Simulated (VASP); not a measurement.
## SiC: G0W0 quasiparticle levels with r2SCAN

SiC:

```
Si C
1.0
     0.00000    2.17805    2.17805
     2.17805    0.00000    2.17805
     2.17805    2.17805    0.00000
Si C
1 1
Direct
  0.25000 0.25000 0.25000
  0.00000 0.00000 0.00000
```

```
Program                         : VASP 6.6.1
Task                            : G0W0 quasiparticle levels
Functional                      : r2SCAN
Potentials or basis             : VASP PAW PBE potentials, release 64 (Si_GW, C_GW)
Cutoff                          : 500 eV
k mesh                          : 6 × 6 × 6
Occupations                     : gaussian, width 0.01 eV
Spin                            : no spin polarisation
Dipole correction               : no
GW scheme                       : G0W0
GW iterations                   : 1
Cutoff of the response function : 140
Frequency points                : 96
Empty bands                     : 77
Further INCAR settings          : ALGO = EVGW0; EDIFF = 1e-08; NBANDS = 81
```

```json
{"Quasiparticle gap": "2.30 eV", "Least direct quasiparticle gap": "5.81 eV", "Band gap of the starting levels on the mesh": "1.72 eV", "Least direct gap of the starting levels on the mesh": "5.06 eV"}
```

Run time: 2.7 min on 1 thread of Intel(R) Xeon(R) Platinum 8488C (Sapphire Rapids), with other jobs on the host, peak memory 0.37 GiB.

Caveat: the k points lie up to 0.42 Å⁻¹ apart; bands, screening cutoff and mesh are small and nothing is extrapolated, so the quasiparticle values aren't converged.
